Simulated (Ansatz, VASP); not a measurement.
# One calculation of TiPt3, two programs

```
Ti Pt
1.0
     5.58997    0.00000    0.00000
    -2.79499    4.84106    0.00000
     0.00000    0.00000    9.11525
Ti Pt
4 12
Direct
  0.00000 0.00000 0.00000
  0.00000 0.00000 0.50000
  0.66667 0.33333 0.75000
  0.33333 0.66667 0.25000
  0.50000 0.00000 0.00000
  0.00000 0.50000 0.00000
  0.50000 0.50000 0.00000
  0.50000 0.00000 0.50000
  0.00000 0.50000 0.50000
  0.50000 0.50000 0.50000
  0.66690 0.83345 0.75000
  0.16655 0.83345 0.75000
  0.16655 0.33310 0.75000
  0.33310 0.16655 0.25000
  0.83345 0.16655 0.25000
  0.83345 0.66690 0.25000
```

Alike in both runs: functional PBE; k mesh 6 × 6 × 2; occupations gaussian, width 0.1 eV; no spin polarisation.

Ansatz relaxed the structure, and its values are those at the end. VASP's run is a single point on that final structure, the one shown.

|  | VASP | Ansatz |
| --- | --- | --- |
| version | VASP 6.6.1 | Ansatz 0.2.0 |
| potentials or method | VASP PAW PBE potentials, release 64 (Ti_sv, Pt), cutoff 520 eV | scalar-relativistic, plane waves, PAW |
| valence electrons in the cell | 168 | 264 |

```tsv
	VASP	Ansatz	Ansatz less VASP
gap on the k mesh at the Fermi level (eV)	none	none	-
pressure (GPa)	-0.7	-0.3	+0.37
rms of the force components (eV/Å)	0.004	0.002	-0.0018
```

A gap of «none» marks a metal or a gap that the smearing closes. With one functional, cell and mesh, what is left measures potentials, basis and numerics. VASP's potentials hold 168 valence electrons a cell and Ansatz's 264, so a difference there can come from the potentials and not from the codes.

Spin-orbit coupling is off throughout.
